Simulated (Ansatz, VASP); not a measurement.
**CdSi2: VASP beside Ansatz**

Contents of INCAR:

```
SYSTEM = CdSi2
ALGO = Normal ; EDIFF = 1E-7
EDIFFG = -0.04 ; ENCUT = 600
GGA = PE ; IBRION = 2
ISIF = 3 ; ISMEAR = 0
LASPH = .True. ; LCHARG = .False.
LREAL = .False. ; LWAVE = .False.
NELM = 60 ; NSW = 90
PREC = Accurate ; SIGMA = 0.1
```

The input KPOINTS:

```
k-points
0
Gamma
  6 6 2
  0 0 0
```

The input POSCAR:

```
CdSi2
1.0
    3.4262854600      0.0000000000      0.0000000000
   -1.7131427300      2.9672502500      0.0000000000
    0.0000000000      0.0000000000      8.8128631600
Cd Si
2 4
Direct
    0.3333333300      0.6666666700      0.2500000000
    0.6666666700      0.3333333300      0.7500000000
    0.3333333300      0.6666666700      0.9520462800
    0.6666666700      0.3333333300      0.0479537200
    0.6666666700      0.3333333300      0.4520462800
    0.3333333300      0.6666666700      0.5479537200
```

Input for Ansatz:

```yaml
crystal:
  lattice:
    - [3.42628546, 0.0, 0.0]
    - [-1.71314273, 2.96725025, 0.0]
    - [0.0, 0.0, 8.81286316]
  atoms:
    - { symbol: Cd, position: [0.33333333, 0.66666667, 0.25] }
    - { symbol: Cd, position: [0.66666667, 0.33333333, 0.75] }
    - { symbol: Si, position: [0.33333333, 0.66666667, 0.95204628] }
    - { symbol: Si, position: [0.66666667, 0.33333333, 0.04795372] }
    - { symbol: Si, position: [0.66666667, 0.33333333, 0.45204628] }
    - { symbol: Si, position: [0.33333333, 0.66666667, 0.54795372] }
basis:
  ecutwfc: 420
kpoints:
  mp_grid: { grid: [6, 6, 2] }
hamiltonian:
  xc: pbe
scf:
  occupations: { method: gaussian, width: 0.1 }
  lower_state_search: "off"
output:
  forces: true
  stress: true
  eigenvalues: true
relax:
  adjacent_minimum: "off"
  f_tol: 0.04
  max_steps: 70
  cell: { stress_tol: 0.4 }
```

Change from the starting cell: species swapped into the TcB2 type (P6_3/mmc, No. 194).

Alike in both runs: task relaxation of cell and atoms; functional PBE; k mesh 6 × 6 × 2; occupations gaussian, width 0.1 eV; no spin polarisation.

```csv
,VASP,Ansatz
version,VASP 6.6.1,Ansatz 0.2.0
potentials or method,"VASP PAW PBE potentials, release 64 (Cd, Si), cutoff 600 eV","scalar-relativistic, plane waves, PAW"
valence electrons in the cell,40,56
```

|  | VASP | Ansatz | Ansatz less VASP |
| --- | --- | --- | --- |
| gap on the k mesh at the Fermi level, each at its own relaxed structure (eV) | none | none | - |
| relaxed volume (Å³/atom) | 21.31 | 21.07 | -0.236 |
| relaxed length of the cell vector where the two differ most in proportion (Å) | 10.510 | 10.420 | -0.0905 |

A gap of «none» marks a metal or a gap that the smearing closes. VASP's potentials hold 40 valence electrons a cell and Ansatz's 56, so a difference there can come from the potentials and not from the codes.

Noted on VASP's run: the volume moved by over 15 % at a fixed basis, so the end points are rough.
